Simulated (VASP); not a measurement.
A run of VASP 6.6.1:

INCAR

```
PREC = Accurate
ENCUT = 400
EDIFF = 1E-8
ISMEAR = -1
SIGMA = 0.05
LREAL = F
LASPH = T
NELM = 120
ALGO = Normal
ISIF = 2
LWAVE = F
LCHARG = F
GGA = PE
LEFG = T
NBANDS = 13
GGA_COMPAT = F
```

File KPOINTS:

```
Automatic mesh
0
Gamma
  12 12 12
```

POSCAR

```
Pb
1.0
    0.0000000000      2.5102957221      2.5102957221
    2.5102957221      0.0000000000      2.5102957221
    2.5102957221      2.5102957221      0.0000000000
Pb
1
Direct
    0.0000000000      0.0000000000      0.0000000000
```

Potentials or basis: VASP PAW PBE potentials, release 64 (Pb_d).

Run with:

```bash
$ cat potpaw_PBE.64/Pb_d/POTCAR > POTCAR
$ mpirun -np 1 vasp_std > vasp.out
```

Hardware: 1 thread of Intel(R) Xeon(R) Platinum 8375C CPU @ 2.90GHz (Ice Lake), on a shared host.

Estimate the wall time of this run.

It took 22 s on 1 thread of Intel(R) Xeon(R) Platinum 8375C CPU @ 2.90GHz (Ice Lake) (shared host), peak memory 0.15 GiB. Counts: scf iterations 14, k points 72.
